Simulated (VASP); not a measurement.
# C (Fm-3m) in VASP: a series of runs, part 2 of 2

VASP 6.6.1.

## (4) Relaxation of cell and atoms, PBE

This run uses another cell than the first one: it holds 1 atom, not 8.

Contents of INCAR:

```
  PREC = Accurate
  ENCUT = 600
  EDIFF = 1E-7
  ISMEAR = 0
  SIGMA = 0.1
  LREAL = F
  LASPH = T
  NELM = 80
  ALGO = Normal
  ISIF = 3
  LWAVE = F
  LCHARG = F
  GGA = PE
  IBRION = 2
  NSW = 100
  EDIFFG = -0.01
```

Contents of KPOINTS:

```
Automatic mesh
0
Gamma
  30 30 30
```

Contents of POSCAR:

```
C
1.0
    0.0000000000      1.5528606877      1.5528606877
    1.5528606877      0.0000000000      1.5528606877
    1.5528606877      1.5528606877      0.0000000000
C
1
Direct
    0.0000000000      0.0000000000      0.0000000000
```

Potentials or basis: VASP PAW PBE potentials, release 64 (C).

The run is started by

```console
> cat potpaw_PBE.64/C/POTCAR > POTCAR
> mpirun -np 1 vasp_std > vasp.out
```

OUTCAR:

```text
PREC = Accurate
   ENCUT = 600
   EDIFF = 1E-7
   ISMEAR = 0
   LREAL = F
   LASPH = T
   NELM = 80
   ISIF = 3
   GGA = PE
   IBRION = 2
   NSW = 100
   EDIFFG = -0.01

 ion  position               nearest neighbor table
   1  0.000  0.000  0.000-

  LATTYP: Found a face centered cubic cell.
 ALAT       =     3.1057213754

  Lattice vectors:

 A1 = (   0.0000000000,   1.5528606877,   1.5528606877)
 A2 = (   1.5528606877,   0.0000000000,   1.5528606877)
 A3 = (   1.5528606877,   1.5528606877,   0.0000000000)

Analysis of symmetry for initial positions (statically):
=====================================================================
 Subroutine PRICEL returns:
 Original cell was already a primitive cell.

 Routine SETGRP: Setting up the symmetry group for a
 face centered cubic supercell.

 Subroutine GETGRP returns: Found 48 space group operations
 (whereof 48 operations were pure point group operations)
 out of a pool of 48 trial point group operations.

The static configuration has the point symmetry O_h .

Analysis of symmetry for dynamics (positions and initial velocities):
=====================================================================
 Subroutine PRICEL returns:
 Original cell was already a primitive cell.

 Routine SETGRP: Setting up the symmetry group for a
 face centered cubic supercell.

 Subroutine GETGRP returns: Found 48 space group operations
 (whereof 48 operations were pure point group operations)
 out of a pool of 48 trial point group operations.

The dynamic configuration has the point symmetry O_h .

 Subroutine INISYM returns: Found 48 space group operations
 (whereof 48 operations are pure point group operations),
 and found     1 'primitive' translations

[... 165 lines left out ...]
      0.00000      0.00000      0.00000         0.000000      0.000000      0.000000
 -----------------------------------------------------------------------------------
    total drift:                                0.000000     -0.000000     -0.000000

  FREE ENERGIE OF THE ION-ELECTRON SYSTEM (eV)
  ---------------------------------------------------
  free  energy   TOTEN  =        -4.6631017883 eV

  energy  without entropy=       -4.6610707678  energy(sigma->0) =       -4.66208628

--------------------------------------- Ionic step        2  -------------------------------------------

 number of electron       4.0000000 magnetization

 Free energy of the ion-electron system (eV)
  ---------------------------------------------------
  ext. energy  EPLUGINS =         0.00000000
  ---------------------------------------------------
  free energy    TOTEN  =        -4.66475370 eV

  energy without entropy =       -4.66258693  energy(sigma->0) =       -4.66367031

 E-fermi :   7.5619     XC(G=0): -12.6700

 val. band max:        7.5547301279   @ k =  -0.4333   0.4333   0.0667
 cond. band min:       7.5628338975   @ k =   0.4000   0.3333   0.0000
 fundamental gap:      0.0081037695
 Fermi energy:         7.5619424004

 k-point     1 :       0.0000    0.0000    0.0000
  band No.  band energies     occupation
      1     -11.1450      2.00000
      2      15.4979      0.00000
      3      15.4979      0.00000
      4      15.4979      0.00000
      5      37.5233      0.00000
      6      37.5233      0.00000
[... 199 lines left out ...]
 k-point    24 :       0.2667    0.0333    0.0000
  band No.  band energies     occupation
      1      -8.5231      2.00000
      2       8.8766      0.00000
      3      14.2433      0.00000
      4      14.6486      0.00000
      5      32.2518      0.00000
      6      36.2790      0.00000

 [... further k-points ...]

------------------------ aborting loop because EDIFF is reached ----------------------------------------

  FORCE on cell =-STRESS in cart. coord.  units (eV):
  Direction    XX          YY          ZZ          XY          YZ          ZX
  --------------------------------------------------------------------------------------
  -------------------------------------------------------------------------------------
  Total       -0.0073396     -0.0073396     -0.0073396      0.0000000      0.0000000     -0.0000000
  in kB       -1.6041050     -1.6041050     -1.6041050      0.0000000      0.0000000     -0.0000000
  external PRESSURE =      -1.6041050 kB  Pullay stress =       0.0000000 kB

 VOLUME and BASIS-vectors are now :
 -----------------------------------------------------------------------------
  energy-cutoff  :      600.00
  volume of cell :        7.33
      direct lattice vectors                 reciprocal lattice vectors
     0.000000000  1.541839830  1.541839830    -0.324287900  0.324287900  0.324287900
     1.541839830 -0.000000000  1.541839830     0.324287900 -0.324287900  0.324287900
     1.541839830  1.541839830  0.000000000     0.324287900  0.324287900 -0.324287900

 POSITION                                       TOTAL-FORCE (eV/Angst)
 -----------------------------------------------------------------------------------
      0.00000      0.00000      0.00000         0.000000      0.000000     -0.000000
 -----------------------------------------------------------------------------------
    total drift:                                0.000000     -0.000000     -0.000000

  FREE ENERGIE OF THE ION-ELECTRON SYSTEM (eV)
  ---------------------------------------------------
  free  energy   TOTEN  =        -4.6647536978 eV

  energy  without entropy=       -4.6625869260  energy(sigma->0) =       -4.66367031

 reached required accuracy - stopping structural energy minimisation
```

CONTCAR:

```text
C
   1.00000000000000
     0.0000000000000000    1.5418398295558335    1.5418398295558335
     1.5418398295558335   -0.0000000000000000    1.5418398295558335
     1.5418398295558335    1.5418398295558335    0.0000000000000001
  C
     1
Direct
     0.0000000000000000    0.0000000000000000    0.0000000000000000

  0.00000000E+00  0.00000000E+00  0.00000000E+00
```

Run time: 39 s. Hardware: 1 thread of AMD EPYC 7R43 (Zen 3), shared host; peak memory 0.11 GiB.

What came out:

* Free energy: -4.6648 eV
* Relaxed volume: 7.33 Å³/atom
* Relaxed cell: a = 2.180 Å, b = 2.180 Å, c = 2.180 Å, α = 60.00°, β = 60.00°, γ = 60.00°
* Space group after relaxing (to 0.1 Å): Fm-3m (No. 225)
* Energy gained by relaxing: 1.7 meV/atom
* Ionic steps: 2
* Pressure after relaxing: -0.2 GPa
* Band gap on the k mesh: zero (bands 2 and 3 overlap by 11.10 eV)

Step by step:
| step | energy change (eV) | largest force (eV/Å) | pressure (GPa) | volume (Å³) |
| --- | --- | --- | --- | --- |
| 1 | 0.0000 | 0.0000 | -3.15 | 7.49 |
| 2 | -0.0017 | 0.0000 | -0.16 | 7.33 |

Final structure:
```
C
1.0
     0.00000    1.54184    1.54184
     1.54184    0.00000    1.54184
     1.54184    1.54184    0.00000
C
1
Direct
  0.00000 0.00000 0.00000
```

## (5) Overview

| task | cell | k mesh | cutoff (eV) | gap on the mesh (eV) | pressure (GPa) |
| --- | --- | --- | --- | --- | --- |
| single point | a = 4.360 Å, angles 60.0°, 8 atoms, atomic positions A | 6 × 6 × 6 | 520 | none | 0.1 |
| single point | a = 2.180 Å, angles 60.0°, 1 atom, atomic positions B | 30 × 30 × 30 | 520 | none | 0.1 |
| relaxation of cell and atoms | relaxed from a = 2.196 Å, angles 60.0°, 1 atom, atomic positions B | 30 × 30 × 30 | 600 | none | -0.2 |

Alike in all rows: level PBE; potentials or basis VASP PAW PBE potentials, release 64 (C); no spin polarisation; smearing gaussian 0.1 eV.

Total energies depend on the potentials used, so only differences within one code and one set of settings carry meaning.
